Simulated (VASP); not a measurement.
Runs of VASP 6.6.1 on MgS. The structure is that of space group Fm-3m (No. 225), or close to it. The cells are those of the table. 

```tsv
task	level	cell	k mesh	cutoff (eV)	smearing	dipole correction	grid for exact exchange (PRECFOCK)	share of exact exchange	screening parameter	gap on the mesh (eV)	pressure (GPa)
single point	HSE06	a = 3.751 Å, angles 60.0°, 2 atoms	6 × 6 × 6	520	fermi-dirac 0.05 eV	no	Normal	0.25	0.2079 1/Å	3.61	-4.8
electric field gradients	B3LYP+D3(BJ)	a = 3.679 Å, angles 60.0°, 2 atoms	6 × 6 × 6	520	gaussian 0.02 eV	no	Normal	0.2	-	4.20	-4.6
single point	HSE06	a = 3.655 Å, angles 60.0°, 2 atoms	6 × 6 × 6	520	fermi-dirac 0.05 eV	no	Normal	0.25	0.2079 1/Å	(a)	0.9
single point	HSE06	a = 3.630 Å, angles 60.0°, 2 atoms	6 × 6 × 6	520	fermi-dirac 0.05 eV	no	Normal	0.25	0.2079 1/Å	3.85	(b)
single point	PBE0	a = 3.630 Å, angles 60.0°, 2 atoms	4 × 4 × 4	520	fermi-dirac 0.05 eV	no	Normal	0.25	-	4.62	(d)
single point	HSE06	a = 3.728 Å, angles 60.0°, 2 atoms	6 × 6 × 6	520	fermi-dirac 0.05 eV	no	Normal	0.25	0.2079 1/Å	(c)	-3.5
single point	B3LYP+D3(BJ)	a = 3.679 Å, angles 60.0°, 2 atoms	5 × 5 × 5	520	fermi-dirac 0.05 eV	no	Normal	0.2	-	4.65	-4.5
band structure	r2SCANh	a = 3.679 Å, angles 60.0°, 2 atoms	4 × 4 × 4	300	gaussian 0.03 eV	-	Fast	0.1	-	4.02	-
```

Alike in all rows: potentials or basis VASP PAW PBE potentials, release 64 (S, Mg); no spin polarisation.

Q: Fill in the values left out.

A: (a) 3.80; (b) 2.7; (c) 3.65; (d) 3.0.

Caveats: some runs use coarse meshes; the PAW data sets were made with another functional, which shifts forces and pressure a little; the cell stands under tension (at least some runs); three body term missing (at least some runs); an odd mesh through Γ misses points on the zone boundary, where band edges can lie (at least some runs); the cutoff is under 1.25 times the usual one of these potentials, so pressure, stress and relaxed cells hold a basis-set (Pulay) error (at least some runs).
